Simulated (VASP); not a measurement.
**Hf2Si3N: single point with PBE**

Crystal: Hf2Si3N.

```
Hf Si N
1.0
     2.62579    1.51600    4.15546
    -2.62579    1.51600    4.15546
     0.00000   -3.03200    4.15546
Hf Si N
2 3 1
Direct
  0.62377 0.62377 0.62377
  0.37623 0.37623 0.37623
  0.00000 0.50000 0.00000
  0.50000 0.00000 0.00000
  0.00000 0.00000 0.50000
  0.00000 0.00000 0.00000
```

```
Program             : VASP 6.6.1
Task                : single point
Functional          : PBE
Potentials or basis : VASP PAW PBE potentials, release 64 (Hf_pv, Si, N)
Cutoff              : 520 eV
k mesh              : 6 × 6 × 6
Occupations         : gaussian, width 0.1 eV
Spin                : no spin polarisation
```

- Pressure: -13.1 GPa
- Largest force: 0.102 eV/Å

Forces on the atoms (eV/Å):
```
Hf   0.000  0.000  0.102
Hf   0.000  0.000 -0.102
Si   0.000  0.000  0.000
Si   0.000  0.000  0.000
Si   0.000  0.000  0.000
N    0.000  0.000  0.000
```

Stress tensor (GPa, compression positive):
```
-11.94   0.00   0.00
  0.00 -11.94   0.00
  0.00   0.00 -15.45
```

Levels at points of the mesh, in eV from the Fermi level:
```tsv
k point	band 16	band 17	band 18	band 19	band 20	band 21
(0.00, 0.00, 0.00)	-4.11	-1.21	0.19	1.31	1.31	2.03
(0.50, 0.00, 0.00)	-1.84	-1.47	0.10	0.27	0.51	1.32
(0.50, 0.50, 0.00)	-1.47	-1.47	-0.57	-0.33	-0.10	-0.05
(0.50, 0.50, 0.50)	-1.92	-1.47	-1.47	-1.34	-1.34	1.83
```

Run time: 52 s on 1 thread of AMD EPYC 9R45 (Zen 5) (shared host), peak memory 0.24 GiB.

Caveat: spin-orbit coupling is left out, which moves the levels of the heavy elements.
